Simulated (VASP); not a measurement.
# AlN (P6_3mc) in VASP: further runs

Runs on AlN. Level: PBE. Tasks: single point.

Everything below comes from runs of VASP 6.6.1. Logs are shortened: lines on timing, memory, paths and dates and some standing lists are left out, and cuts for length are marked.

### Step 1. The cell of the first run

The structure is hexagonal, space group P6_3mc (No. 186). The conventional cell has a = 3.067 Å, b = 3.067 Å, c = 5.418 Å, α = 90.00°, β = 90.00°, γ = 120.00°. Within 2.5 Å of Al (site symmetry 3m) lie 4 N at 1.90 to 2.01 Å. N (site symmetry 3m) has 4 Al at 1.90 to 2.01 Å within 2.5 Å.

### Step 2. Single point, PBE

Input file INCAR:

```
SYSTEM = AlN
PREC = Accurate
ENCUT = 520
EDIFF = 1E-7
ISMEAR = 0
SIGMA = 0.05
LREAL = .False.
LASPH = .True.
NELM = 80
ALGO = Normal
ISIF = 2
LWAVE = .False.
LCHARG = .False.
GGA = PE
NBANDS = 16
```

Input file KPOINTS:

```
Automatic mesh
0
Gamma
  9 9 6
  0 0 0
```

Input file POSCAR:

```
AlN
1.0
    3.0673000000      0.0000000000      0.0000000000
   -1.5336500000      2.6563597210      0.0000000000
    0.0000000000      0.0000000000      5.4183000000
Al N
2 2
Direct
    0.3333333333      0.6666666667      0.0072421136
    0.6666666667      0.3333333333      0.5072421136
    0.3333333333      0.6666666667      0.3777578864
    0.6666666667      0.3333333333      0.8777578864
```

Potentials or basis: VASP PAW PBE potentials, release 64 (Al, N).

Started as:

```console
$ cat potpaw_PBE.64/Al/POTCAR potpaw_PBE.64/N/POTCAR > POTCAR
$ mpirun -np 1 vasp_std > vasp.out
```

OUTCAR:

```text
SYSTEM = AlN
   PREC = Accurate
   ENCUT = 520
   EDIFF = 1E-7
   ISMEAR = 0
   LREAL = .False.
   LASPH = .True.
   NELM = 80
   ISIF = 2
   GGA = PE

 ion  position               nearest neighbor table
   1  0.333  0.667  0.007-   4 1.90   4 1.90   4 1.90   3 2.01   2 3.24   2 3.24   2 3.24   2 3.24
                             2 3.24   2 3.24
   2  0.667  0.333  0.507-   3 1.90   3 1.90   3 1.90   4 2.01   1 3.24   1 3.24   1 3.24   1 3.24
                             1 3.24   1 3.24
   3  0.333  0.667  0.378-   2 1.90   2 1.90   2 1.90   1 2.01
   4  0.667  0.333  0.878-   1 1.90   1 1.90   1 1.90   2 2.01

  LATTYP: Found a hexagonal cell.
 ALAT       =     3.0673000000
 C/A-ratio  =     1.7664721416

  Lattice vectors:

 A1 = (   3.0673000000,   0.0000000000,   0.0000000000)
 A2 = (  -1.5336500000,   2.6563597210,   0.0000000000)
 A3 = (   0.0000000000,   0.0000000000,   5.4183000000)

Analysis of symmetry for initial positions (statically):
=====================================================================
 Subroutine PRICEL returns:
 Original cell was already a primitive cell.

 Routine SETGRP: Setting up the symmetry group for a
 hexagonal supercell.

 Subroutine GETGRP returns: Found 12 space group operations
 (whereof  6 operations were pure point group operations)
 out of a pool of 24 trial point group operations.

The static configuration has the point symmetry C_3v.
 The point group associated with its full space group is C_6v.

Analysis of symmetry for dynamics (positions and initial velocities):
=====================================================================
 Subroutine PRICEL returns:
 Original cell was already a primitive cell.

 Routine SETGRP: Setting up the symmetry group for a
 hexagonal supercell.

 Subroutine GETGRP returns: Found 12 space group operations
 (whereof  6 operations were pure point group operations)
 out of a pool of 24 trial point group operations.

The dynamic configuration has the point symmetry C_3v.
 The point group associated with its full space group is C_6v.

 Subroutine INISYM returns: Found 12 space group operations
 (whereof  6 operations are pure point group operations),
 and found     1 'primitive' translations

----------------------------------------------------------------------------------------

                                     Primitive cell

  volume of cell :      44.1475

  direct lattice vectors                    reciprocal lattice vectors
     3.067300000  0.000000000  0.000000000     0.326019626  0.188227519  0.000000000
    -1.533650000  2.656359721  0.000000000     0.000000000  0.376455038  0.000000000
     0.000000000  0.000000000  5.418300000     0.000000000  0.000000000  0.184559733

  length of vectors
     3.067300000  3.067300000  5.418300000     0.376455038  0.376455038  0.184559733

  position of ions in fractional coordinates (direct lattice)
     0.333333333  0.666666667  0.007242114
     0.666666667  0.333333333  0.507242114
     0.333333333  0.666666667  0.377757886
     0.666666667  0.333333333  0.877757886

  ion indices of the primitive-cell ions
   primitive index   ion index
                 1           1
                 2           2
                 3           3
                 4           4

----------------------------------------------------------------------------------------

 KPOINTS: Automatic mesh

Automatic generation of k-mesh.
 Grid dimensions read from file:
 generate k-points for:    9    9    6

 Generating k-lattice:

  Cartesian coordinates                     Fractional coordinates (reciprocal lattice)
     0.036224403  0.020914169  0.000000000     0.111111111  0.000000000  0.000000000
     0.000000000  0.041828338  0.000000000     0.000000000  0.111111111  0.000000000
     0.000000000  0.000000000  0.030759955     0.000000000  0.000000000  0.166666667

  Length of vectors
     0.041828338  0.041828338  0.030759955

  Shift w.r.t. Gamma in fractional coordinates (k-lattice)
     0.000000000  0.000000000  0.000000000

 Subroutine IBZKPT returns following result:
 ===========================================

 Found     48 irreducible k-points:

 Following reciprocal coordinates:
            Coordinates               Weight
  0.000000  0.000000  0.000000      1.000000
  0.111111  0.000000  0.000000      6.000000
  0.222222  0.000000  0.000000      6.000000
  0.333333  0.000000  0.000000      6.000000
  0.444444  0.000000  0.000000      6.000000
  0.111111  0.111111  0.000000      6.000000
[... 16 lines left out ...]
  0.333333  0.222222  0.166667     24.000000
  0.333333  0.333333  0.166667      4.000000
 [... further k-points ...]
   k-points           NKPTS =     48   k-points in BZ     NKDIM =     48   number of bands    NBANDS=     16
   number of dos      NEDOS =    301   number of ions     NIONS =      4
   total plane-waves  NPLWV =  23040
   dimension x,y,z NGX =    24 NGY =   24 NGZ =   40
   dimension x,y,z NGXF=    48 NGYF=   48 NGZF=   80
   ions per type =               2   2
   NGX,Y,Z   is equivalent  to a cutoff of  13.01, 13.01, 12.27 a.u.
   NGXF,Y,Z  is equivalent  to a cutoff of  26.02, 26.02, 24.55 a.u.
 SYSTEM =  AlN
   PREC   = accura    normal or accurate (medium, high low for compatibility)
   ISTART =      0    job   : 0-new  1-cont  2-samecut
   ICHARG =      2    charge: 1-file 2-atom 10-const
   ISPIN  =      1    spin polarized calculation?
   LNONCOLLINEAR =      F non collinear calculations
   LSORBIT =      F    spin-orbit coupling
   LASPH  =      T    aspherical Exc in radial PAW
   ENCUT  =  520.0 eV  38.22 Ry    6.18 a.u.   5.70  5.70 10.07*2*pi/ulx,y,z
   NELM   =     80;   NELMIN=  2; NELMDL= -5     # of ELM steps
   EDIFF  = 0.1E-06   stopping-criterion for ELM
   LREAL  =      F    real-space projection
   EDIFFG = 0.1E-05   stopping-criterion for IOM
   NSW    =      0    number of steps for IOM
   IBRION =     -1    ionic relax: 0-MD 1-quasi-New 2-CG
   NFREE  =      0    steps in history (QN), initial steepest desc. (CG)
   ISIF   =      2    stress and relaxation
   ISYM   =      2    0-nonsym 1-usesym 2-fastsym
   POTIM  = 0.5000    time-step for ionic-motion
   TEBEG  =    0.0;   TEEND  =   0.0 temperature during run
   PSTRESS=    0.0 pullay stress
   NELECT =      16.0000    total number of electrons
   NUPDOWN=      -1.0000    fix difference up-down
   EMIN   =  10.00;   EMAX   =-10.00  energy-range for DOS
   EFERMI =   0.00;   METHOD = LEGACY
   ISMEAR =     0;   SIGMA  =   0.05  broadening in eV -4-tet -1-fermi 0-gaus
   EFERMI_NEDOS =   21; number of points for ismear=-14 and -15
   IALGO  =     38    algorithm
   IMIX   =      4    mixing-type and parameters
     AMIX     =   0.40;   BMIX     =  1.00
     AMIX_MAG =   1.60;   BMIX_MAG =  1.00
  volume/ion in A,a.u.               =      11.04        74.48
  Fermi-wavevector in a.u.,A,eV,Ry     =   1.167202  2.205692 18.536046  1.362361
  Thomas-Fermi vector in A             =   2.303705
   LORBIT       =      0    0 simple, 1 ext, 2 COOP (PROOUT), +10 PAW based schemes
   GGA     = PE    functional components
   LHFCALC =     F    Hartree Fock is set to
   AEXX    =    0.0000 exact exchange contribution
   IVDW    =     0    specifies the selected vdW correction
   LEPSILON=     F    determine dielectric tensor
   LRPA    =     F    only Hartree local field effects (RPA)
 non-spin polarized calculation
 Gauss-broadening in eV      SIGMA  =   0.05
  energy-cutoff  :      520.00
  volume of cell :       44.15
 maximum number of plane-waves:      1208
 NGX is ok and might be reduce to    24
   NGX = 11   NGY = 11   NGZ = 21

 number of electron      15.9999997 magnetization

 Free energy of the ion-electron system (eV)
  ---------------------------------------------------
  ext. energy  EPLUGINS =         0.00000000
  ---------------------------------------------------
  free energy    TOTEN  =       -29.49603735 eV

  energy without entropy =      -29.49603735  energy(sigma->0) =      -29.49603735

 E-fermi :   5.9267     XC(G=0): -10.6797

 val. band max:        5.6801333931   @ k =   0.0000   0.0000   0.0000
 cond. band min:       9.0341430383   @ k =   0.0000   0.0000   0.0000
 fundamental gap:      3.3540096452
 Fermi energy:         5.9267010144

 k-point     1 :       0.0000    0.0000    0.0000
  band No.  band energies     occupation
      1      -9.2215      2.00000
      2      -7.6001      2.00000
      3      -0.4468      2.00000
      4       5.1143      2.00000
      5       5.2708      2.00000
      6       5.2708      2.00000
[... 8 lines left out ...]
     15      18.8511      0.00000
     16      18.8511      0.00000

 k-point     2 :       0.1111    0.0000    0.0000
  band No.  band energies     occupation
      1      -9.0618      2.00000
      2      -7.4917      2.00000
      3      -0.2501      2.00000
      4       4.5205      2.00000
      5       4.9240      2.00000
      6       5.0816      2.00000
[... 8 lines left out ...]
     15      18.2157      0.00000
     16      18.7620      0.00000

 k-point     3 :       0.2222    0.0000    0.0000
  band No.  band energies     occupation
      1      -8.6103      2.00000
      2      -7.2073      2.00000
      3       0.3200      2.00000
      4       2.9308      2.00000
      5       3.5744      2.00000
      6       4.6864      2.00000
[... 8 lines left out ...]
     15      17.7092      0.00000
     16      18.6060      0.00000

 k-point     4 :       0.3333    0.0000    0.0000
  band No.  band energies     occupation
      1      -7.9676      2.00000
      2      -6.8854      2.00000
      3       1.1504      2.00000
      4       1.4509      2.00000
      5       2.2988      2.00000
      6       4.3120      2.00000
[... 8 lines left out ...]
     15      17.3790      0.00000
     16      19.5297      0.00000

 k-point     5 :       0.4444    0.0000    0.0000
  band No.  band energies     occupation
      1      -7.3766      2.00000
      2      -6.7449      2.00000
      3       0.4788      2.00000
      4       1.4586      2.00000
      5       2.1770      2.00000
      6       3.9907      2.00000
[... 8 lines left out ...]
     15      17.7013      0.00000
     16      19.7750      0.00000

 k-point     6 :       0.1111    0.1111    0.0000
  band No.  band energies     occupation
      1      -8.7557      2.00000
      2      -7.2945      2.00000
      3       0.1339      2.00000
      4       3.6385      2.00000
      5       3.7006      2.00000
      6       4.8554      2.00000
[... 8 lines left out ...]
     15      18.0311      0.00000
     16      18.1336      0.00000
[... 267 lines left out ...]
 k-point    21 :       0.4444    0.1111    0.1667
  band No.  band energies     occupation
      1      -7.1623      2.00000
      2      -6.7566      2.00000
      3       0.4114      2.00000
      4       1.2213      2.00000
      5       2.7239      2.00000
      6       3.6529      2.00000
[... 8 lines left out ...]
     15      17.8193      0.00000
     16      19.9392      0.00000

 k-point    22 :       0.2222    0.2222    0.1667
  band No.  band energies     occupation
      1      -7.5834      2.00000
      2      -6.8199      2.00000
      3       1.2776      2.00000
      4       1.4964      2.00000
      5       2.4935      2.00000
      6       3.2931      2.00000
[... 8 lines left out ...]
     15      17.6346      0.00000
     16      19.8315      0.00000

 k-point    23 :       0.3333    0.2222    0.1667
  band No.  band energies     occupation
      1      -7.0884      2.00000
      2      -6.7148      2.00000
      3       0.9043      2.00000
      4       1.4679      2.00000
      5       2.4438      2.00000
      6       3.1125      2.00000
[... 8 lines left out ...]
     15      18.4007      0.00000
     16      19.6426      0.00000

 k-point    24 :       0.3333    0.3333    0.1667
  band No.  band energies     occupation
      1      -6.7955      2.00000
      2      -6.7955      2.00000
      3       1.3090      2.00000
      4       1.6722      2.00000
      5       1.6722      2.00000
      6       2.8573      2.00000
[... 8 lines left out ...]
     15      18.8325      0.00000
     16      20.1726      0.00000

 [... further k-points ...]
[... 5 lines left out ...]
  --------------------------------------------------------------------------------------
  -------------------------------------------------------------------------------------
  Total        1.2020442      1.2020442     -7.0188773     -0.0000000      0.0000000      0.0000000
  in kB       43.6239328     43.6239328   -254.7252787     -0.0000000      0.0000000      0.0000000
  external PRESSURE =     -55.8258044 kB  Pullay stress =       0.0000000 kB

 VOLUME and BASIS-vectors are now :
 -----------------------------------------------------------------------------
  energy-cutoff  :      520.00
  volume of cell :       44.15
      direct lattice vectors                 reciprocal lattice vectors
     3.067300000  0.000000000  0.000000000     0.326019626  0.188227519  0.000000000
    -1.533650000  2.656359721  0.000000000     0.000000000  0.376455038  0.000000000
     0.000000000  0.000000000  5.418300000     0.000000000  0.000000000  0.184559733

 POSITION                                       TOTAL-FORCE (eV/Angst)
 -----------------------------------------------------------------------------------
     -0.00000      1.77091      0.03924         0.000000     -0.000000      0.000806
      1.53365      0.88545      2.74839        -0.000000      0.000000      0.000806
     -0.00000      1.77091      2.04681        -0.000000      0.000000     -0.000806
      1.53365      0.88545      4.75596         0.000000     -0.000000     -0.000806
 -----------------------------------------------------------------------------------
    total drift:                               -0.000000      0.000000      0.000550

  FREE ENERGIE OF THE ION-ELECTRON SYSTEM (eV)
  ---------------------------------------------------
  free  energy   TOTEN  =       -29.4960373476 eV

  energy  without entropy=      -29.4960373476  energy(sigma->0) =      -29.49603735
```

Run time: 33 s. Hardware: 1 thread of Intel Xeon Platinum 8259CL at 2.50GHz (Skylake/Cascade Lake), shared host; peak memory 0.16 GiB.

Results:

```
Free energy            : -29.4960 eV
Pressure               : -5.6 GPa
Band gap on the k mesh : 3.35 eV, direct
```

Stress tensor (GPa, compression positive):
```
  4.36   0.00   0.00
  0.00   4.36   0.00
  0.00   0.00 -25.47
```

Levels at points of the mesh, in eV from the valence-band top:
```
           k point  band 5  band 6  band 7  band 8  band 9  band 10  band 11  band 12
(0.00, 0.00, 0.00)   -0.41   -0.41    0.00    0.00    3.35     7.07     9.46    11.03
(0.00, 0.00, 0.50)   -0.21   -0.21   -0.21   -0.21    6.12     6.12     9.45     9.45
```

Expect the measured gap to be larger: semilocal functionals such as PBE lack the derivative discontinuity.

### Step 3. Single point, PBE

This run uses another cell than the first one, of 11.07 Å³/atom, 1.003 times its volume.

Input file INCAR:

```
SYSTEM = AlN
  PREC = Accurate
  ENCUT = 520
  EDIFF = 1E-6
  ISMEAR = 0
  SIGMA = 0.05
  LREAL = .FALSE.
  LASPH = .TRUE.
  NELM = 100
  ALGO = Normal
  ISIF = 2
  LWAVE = .FALSE.
  LCHARG = .FALSE.
  GGA = PE
  NBANDS = 16
```

Input file KPOINTS:

```
regular mesh
0
G
  9 9 6
  0 0 0
```

Input file POSCAR:

```
AlN
1.0
    3.1925000000      0.0000000000      0.0000000000
   -1.5962500000      2.7647861016      0.0000000000
    0.0000000000      0.0000000000      5.0169562961
Al N
2 2
Direct
    0.3333333333      0.6666666667      0.0002356083
    0.6666666667      0.3333333333      0.5002356083
    0.3333333333      0.6666666667      0.3847643917
    0.6666666667      0.3333333333      0.8847643917
```

Potentials or basis: VASP PAW PBE potentials, release 64 (Al, N).

Started as:

```console
$ cat potpaw_PBE.64/Al/POTCAR potpaw_PBE.64/N/POTCAR > POTCAR
$ mpirun -np 1 vasp_std > vasp.out
```

It took 28 s on 1 thread of Intel Xeon Platinum 8259CL at 2.50GHz (Skylake/Cascade Lake), shared host; peak memory 0.16 GiB.

Results (log left out):

```
Free energy            : -29.7281 eV
Pressure               : -7.5 GPa
Largest force          : 0.004 eV/Å
Band gap on the k mesh : 3.62 eV, direct
```

Forces in eV/Å, atoms in the order of the input:
```
Al   0.000  0.000 -0.004
Al   0.000  0.000 -0.004
N    0.000  0.000  0.004
N    0.000  0.000  0.004
```

Stress tensor (GPa, compression positive):
```
-9.39  0.00  0.00
 0.00 -9.39  0.00
 0.00  0.00 -3.62
```

Levels at points of the mesh, in eV from the valence-band top:
| k point | band 6 | band 7 | band 8 | band 9 | band 10 | band 11 |
| --- | --- | --- | --- | --- | --- | --- |
| (0.00, 0.00, 0.00) | -0.33 | -0.33 | 0.00 | 3.62 | 5.90 | 10.17 |
| (0.00, 0.00, 0.50) | -0.69 | -0.69 | -0.69 | 5.82 | 5.82 | 9.83 |

### Step 4. Single point, PBE

This run uses another cell than the first one, of 11.29 Å³/atom, 1.023 times its volume.

Input file INCAR:

```
  PREC = Accurate
  ENCUT = 520
  EDIFF = 1E-6
  ISMEAR = 0
  SIGMA = 0.05
  LREAL = F
  LASPH = T
  NELM = 60
  ALGO = Normal
  ISIF = 2
  LWAVE = F
  LCHARG = F
  GGA = PE
  NBANDS = 16
```

Input file KPOINTS:

```
Automatic mesh
0
Gamma
  9 9 6
```

Input file POSCAR:

```
AlN
1.0
    3.1612000000      0.0000000000      0.0000000000
   -1.5806000000      2.7376795064      0.0000000000
    0.0000000000      0.0000000000      5.2176000000
Al N
2 2
Direct
    0.3333333333      0.6666666667      0.0038348768
    0.6666666667      0.3333333333      0.5038348768
    0.3333333333      0.6666666667      0.3811651232
    0.6666666667      0.3333333333      0.8811651232
```

Started as:

```console
$ cat potpaw_PBE.64/Al/POTCAR potpaw_PBE.64/N/POTCAR > POTCAR
$ mpirun -np 1 vasp_std > vasp.out
```

Wall time 26 s (1 thread of Intel Xeon Platinum 8259CL at 2.50GHz (Skylake/Cascade Lake), shared host); peak memory 0.16 GiB.

The run converged. Its results:

```
Free energy            : -29.6752 eV
Pressure               : -10.1 GPa
Band gap on the k mesh : 3.62 eV, direct
```

Stress tensor (GPa, compression positive):
```
 -7.71   0.00   0.00
  0.00  -7.71   0.00
  0.00   0.00 -14.94
```

Levels at points of the mesh, in eV from the valence-band top:
```tsv
k point	band 5	band 6	band 7	band 8	band 9	band 10	band 11	band 12
(0.00, 0.00, 0.00)	-0.55	-0.03	0.00	0.00	3.62	6.40	9.92	11.00
(0.00, 0.00, 0.50)	-0.28	-0.28	-0.28	-0.28	6.01	6.01	9.70	9.70
```

As with any semilocal functional, this PBE gap is likely too small.

### Step 5. Summary

```tsv
cell	gap on the mesh (eV)	pressure (GPa)
a = 3.067, b = 3.067, c = 5.418 Å, angles 90.0, 90.0, 120.0°, 4 atoms	3.35	-5.6
a = 3.192, b = 3.193, c = 5.017 Å, angles 90.0, 90.0, 120.0°, 4 atoms	3.62	-7.5
a = 3.161, b = 3.161, c = 5.218 Å, angles 90.0, 90.0, 120.0°, 4 atoms	3.62	-10.1
```

Alike in all rows: task single point; level PBE; potentials or basis VASP PAW PBE potentials, release 64 (Al, N); no spin polarisation; k mesh 9 × 9 × 6; cutoff (eV) 520; smearing gaussian 0.05 eV.

Total energies depend on the potentials used, so only differences within one code and one set of settings carry meaning.
